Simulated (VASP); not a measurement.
A run of VASP 6.6.1 is set up as follows.

Contents of INCAR:

```
SYSTEM = ZrB
  PREC = Accurate
  ENCUT = 520
  EDIFF = 1E-6
  ISMEAR = 0
  SIGMA = 0.05
  LREAL = .FALSE.
  LASPH = .TRUE.
  NELM = 60
  ALGO = Normal
  ISIF = 2
  LWAVE = .FALSE.
  LCHARG = .FALSE.
  GGA = PE
  NBANDS = 14
```

The input KPOINTS:

```
Automatic mesh
0
G
  12 12 12
  0 0 0
```

File POSCAR:

```
ZrB
1.0
    0.0000000000      2.4063158201      2.4063158201
    2.4063158201      0.0000000000      2.4063158201
    2.4063158201      2.4063158201      0.0000000000
Zr B
1 1
Direct
    0.5000000000      0.5000000000      0.5000000000
    0.0000000000      0.0000000000      0.0000000000
```

Potentials or basis: VASP PAW PBE potentials, release 64 (Zr_sv, B).

Run with:

```console
$ cat potpaw_PBE.64/Zr_sv/POTCAR potpaw_PBE.64/B/POTCAR > POTCAR
$ mpirun -np 1 vasp_std > vasp.out
```

Task: Predict the band gap on the k mesh.

Result: Zero (an odd number of electrons rules out a gap without spin polarisation).

Task: Estimate the pressure.

Result: 10.3 GPa.

Caveat: the cell stands under pressure.
